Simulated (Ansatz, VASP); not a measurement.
## Mg3Cd2Te3: VASP beside Ansatz

```
Mg Cd Te
1.0
     6.20104    0.00000    0.00000
    -3.10052    5.37026    0.00000
     0.00000    0.00000    8.68429
Mg Cd Te
3 2 3
Direct
  0.00000 0.00000 0.50000
  0.00000 0.00000 0.83318
  0.00000 0.00000 0.16682
  0.33333 0.66667 0.00000
  0.66667 0.33333 0.00000
  0.50000 0.00000 0.50000
  0.00000 0.50000 0.50000
  0.50000 0.50000 0.50000
```

Alike in both runs: functional PBE; k mesh 4 × 4 × 2; occupations gaussian, width 0.2 eV; no spin polarisation.

Ansatz relaxed the structure, and its values are those at the end. VASP's run is a single point on that final structure, the one shown.

|  | VASP | Ansatz |
| --- | --- | --- |
| version | VASP 6.6.1 | Ansatz 0.2.0 |
| potentials or method | VASP PAW PBE potentials, release 64 (Mg, Cd, Te), cutoff 520 eV | scalar-relativistic, plane waves, PAW |
| valence electrons in the cell | 48 | 118 |

VASP gave:

```
gap on the k mesh at the Fermi level (eV) : none
pressure (GPa)                            : -0.1
rms of the force components (eV/Å)        : 0.010
```

Problem. Estimate Ansatz's values.

Solution. gap on the k mesh at the Fermi level (eV): none; pressure (GPa): 0.0; rms of the force components (eV/Å): 0.011.

A gap of «none» marks a metal or a gap that the smearing closes. VASP's potentials hold 48 valence electrons a cell and Ansatz's 118, so a difference there can come from the potentials and not from the codes.

The k mesh is coarse, so the values compare programs but aren't converged. Spin-orbit coupling is off throughout.
